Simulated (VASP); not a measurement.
Input of a VASP 6.6.1 run:

File INCAR:

```
SYSTEM = Pt2Rh
PREC = Accurate ; ENCUT = 520
EDIFF = 1E-7 ; ISMEAR = 0
SIGMA = 0.1 ; LREAL = .False.
LASPH = .True. ; NELM = 80
ALGO = Normal ; ISIF = 2
LWAVE = .False. ; LCHARG = .False.
GGA = PE ; NBANDS = 44
```

File KPOINTS:

```
regular mesh
0
Gamma
  4 4 4
  0 0 0
```

The input POSCAR:

```
Pt2Rh
1.0
    0.0000000000      3.6665968640      3.6665968640
    3.6665968640      0.0000000000      3.6665968640
    3.6665968640      3.6665968640      0.0000000000
Rh Pt
2 4
Direct
    0.0000000000      0.0000000000      0.0000000000
    0.2500000000      0.2500000000      0.2500000000
    0.6250000000      0.6250000000      0.6250000000
    0.1250000000      0.6250000000      0.6250000000
    0.6250000000      0.6250000000      0.1250000000
    0.6250000000      0.1250000000      0.6250000000
```

Potentials or basis: VASP PAW PBE potentials, release 64 (Rh_pv, Pt).

Launch:

```bash
$ cat potpaw_PBE.64/Rh_pv/POTCAR potpaw_PBE.64/Pt/POTCAR > POTCAR
$ mpirun -np 1 vasp_std > vasp.out
```

Q: Estimate the band gap on the k mesh.

A: Zero (band 35 reaches 10.47 eV, above the bottom of band 36 at 9.31 eV).

Q: Predict the pressure.

A: -0.3 GPa.

Caveat: the k points lie up to 0.37 Å⁻¹ apart; spin-orbit coupling is left out, which moves the levels of the heavy elements.
